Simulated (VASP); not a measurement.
Runs of VASP 6.6.1 on AgBr. The structure is that of space group Fm-3m (No. 225), or close to it. The cells are those of the table. 

```tsv
task	level	cell	k mesh	cutoff (eV)	k mesh for the DOS	occupations for the DOS	gap on the mesh (eV)	pressure (GPa)
single point	PBE	a = 4.095 Å, angles 60.0°, 2 atoms	10 × 10 × 10	500	-	-	0.68	1.0
single point	PBE+D3(BJ)	a = 4.130 Å, angles 60.0°, 2 atoms	10 × 10 × 10	500	-	-	(d)	-2.3
single point	PBE	a = 4.074 Å, angles 60.0°, 2 atoms	10 × 10 × 10	500	-	-	0.67	1.7
single point	RPBE	a = 4.130 Å, angles 60.0°, 2 atoms	10 × 10 × 10	500	-	-	0.86	2.6
single point	PBE	a = 4.130 Å, angles 60.0°, 2 atoms	15 × 15 × 15	500	-	-	(c)	(b)
single point	PBE	a = 4.105 Å, angles 60.0°, 2 atoms	10 × 10 × 10	500	-	-	0.68	(a)
single point	PBE	a = 4.102 Å, angles 60.0°, 2 atoms	10 × 10 × 10	500	-	-	0.68	0.8
```

Alike in all rows: potentials or basis VASP PAW PBE potentials, release 64 (Ag, Br); no spin polarisation; smearing gaussian 0.05 eV.

Problem. Fill in the values left out.

Solution. (a) 0.7; (b) 0.0; (c) 0.70; (d) 0.69.

Caveats: three body term missing (some runs); the PAW data sets were made with another functional, which shifts forces and pressure a little (some runs).

A k mesh can miss the band edges, and the runs leave out spin-orbit coupling on Ag, Br.
